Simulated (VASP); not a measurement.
A run of VASP 6.6.1:

INCAR

```
SYSTEM = Sn3Br
PREC     = Accurate       ! precision mode
ENCUT    = 520            ! plane-wave cutoff, eV
EDIFF    = 1E-6           ! SCF threshold, eV
ISMEAR   = 0              ! smearing method
SIGMA    = 0.1            ! smearing width, eV
LREAL    = .False.        ! projectors in reciprocal space
LASPH    = .True.         ! aspherical terms in the spheres
NELM     = 80             ! most SCF steps
ALGO     = Normal         ! electronic algorithm
ISIF     = 2              ! what is computed and relaxed
LWAVE    = .False.        ! write WAVECAR
LCHARG   = .False.        ! write CHGCAR
GGA      = PE             ! functional
NBANDS   = 59             ! bands
```

File KPOINTS:

```
Automatic mesh
0
Gamma
  3 3 4
  0 0 0
```

POSCAR

```
Sn3Br
1.0
    7.0275228600      0.0000000000      0.0000000000
   -3.5137614300      6.0860133200      0.0000000000
    0.0000000000      0.0000000000      5.8238948100
Sn Br
6 2
Direct
    0.1635573500      0.3271147000      0.2500000000
    0.1635573500      0.8364426500      0.2500000000
    0.6728853000      0.8364426500      0.2500000000
    0.8364426500      0.6728853000      0.7500000000
    0.8364426500      0.1635573500      0.7500000000
    0.3271147000      0.1635573500      0.7500000000
    0.3333333300      0.6666666700      0.7500000000
    0.6666666700      0.3333333300      0.2500000000
```

Potentials or basis: VASP PAW PBE potentials, release 64 (Sn_d, Br).

Run with:

```bash
$ cat potpaw_PBE.64/Sn_d/POTCAR potpaw_PBE.64/Br/POTCAR > POTCAR
$ mpirun -np 1 vasp_std > vasp.out
```

Hardware: 1 thread of AMD EPYC 7R43 64-Core Processor (Zen 3) (shared host).

Problem. Estimate the wall time of this run.

Solution. Wall time 2.1 min on 1 thread of AMD EPYC 7R43 64-Core Processor (Zen 3) (shared host), peak memory 0.35 GiB. Counts: scf iterations 13, k points 9.
